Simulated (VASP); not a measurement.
Runs of VASP 6.6.1 on AlN. The structure is that of space group Fm-3m (No. 225), or close to it. The cells are those of the table. 

```tsv
cell	gap on the mesh (eV)	pressure (GPa)
a = 2.985, b = 2.985, c = 3.021 Å, angles 59.6, 59.6, 60.8°, 2 atoms	3.02	-32.4
a = 2.985, b = 2.985, c = 2.949 Å, angles 60.4, 60.4, 59.2°, 2 atoms	3.22	-29.0
a = 2.913, b = 2.913, c = 2.877 Å, angles 60.4, 60.4, 59.2°, 2 atoms	3.87	-15.7
a = 2.950, b = 2.950, c = 2.877 Å, angles 60.8, 60.8, 58.4°, 2 atoms	3.50	(b)
a = 3.021 Å, angles 60.0°, 2 atoms	(c)	-35.6
a = 2.949 Å, angles 60.0°, 2 atoms	3.61	-25.3
a = 2.843, b = 2.843, c = 2.733 Å, angles 61.3, 61.3, 57.5°, 2 atoms	(a)	14.3
```

Alike in all rows: task single point; level LDA; potentials or basis VASP PAW LDA potentials, release 64 (Al, N); no spin polarisation; k mesh 10 × 10 × 10; cutoff (eV) 520; smearing gaussian 0.05 eV.

Task: Estimate the missing entries.

Result: (a) 4.55; (b) -19.8; (c) 2.99.

A k mesh can miss the band edges.
